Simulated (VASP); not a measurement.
Write the native input for VASP 6.6.1 that does the following.

```
Task                   : single point
Functional             : PBEsol
Potentials or basis    : VASP PAW PBE potentials, release 64 (Pt)
Cutoff                 : 520 eV
k mesh                 : 20 × 20 × 20
Occupations            : fermi-dirac, width 0.15 eV
Spin                   : no spin polarisation
Dipole correction      : no
Further INCAR settings : ALGO = Normal; EDIFF = 1e-07; NBANDS = 11
```

The structure of Pt lies in POSCAR:

```
Pt
1.0
    0.0000000000      1.9609000043      1.9609000043
    1.9609000043      0.0000000000      1.9609000043
    1.9609000043      1.9609000043      0.0000000000
Pt
1
Direct
    0.0000000000      0.0000000000      0.0000000000
```

The input as run:

INCAR

```
SYSTEM = Pt
PREC = Accurate ; ENCUT = 520
EDIFF = 1E-7 ; ISMEAR = -1
SIGMA = 0.15 ; LREAL = .FALSE.
LASPH = .TRUE. ; NELM = 80
ALGO = Normal ; ISIF = 2
LWAVE = .FALSE. ; LCHARG = .TRUE.
GGA = PS ; LELF = .TRUE.
LVHAR = .TRUE. ; NBANDS = 11
```

KPOINTS

```
regular mesh
0
G
  20 20 20
  0 0 0
```

Potentials or basis: VASP PAW PBE potentials, release 64 (Pt).

Command:

```console
$ cat potpaw_PBE.64/Pt/POTCAR > POTCAR
$ mpirun -np 1 vasp_std > vasp.out
```

It gave:

```yaml
Pressure: -0.4 GPa
Band_gap_on_the_k_mesh: zero (band 5 reaches 11.60 eV, above the bottom of band 6 at 9.36 eV)
```

Caveat: the PAW data sets were made with another functional, which shifts forces and pressure a little; spin-orbit coupling is left out, which moves the levels of the heavy elements.

Wall time 41 s on 1 thread of AMD EPYC 9R45 96-Core Processor (Zen 5), with other jobs on the host, peak memory 0.14 GiB.
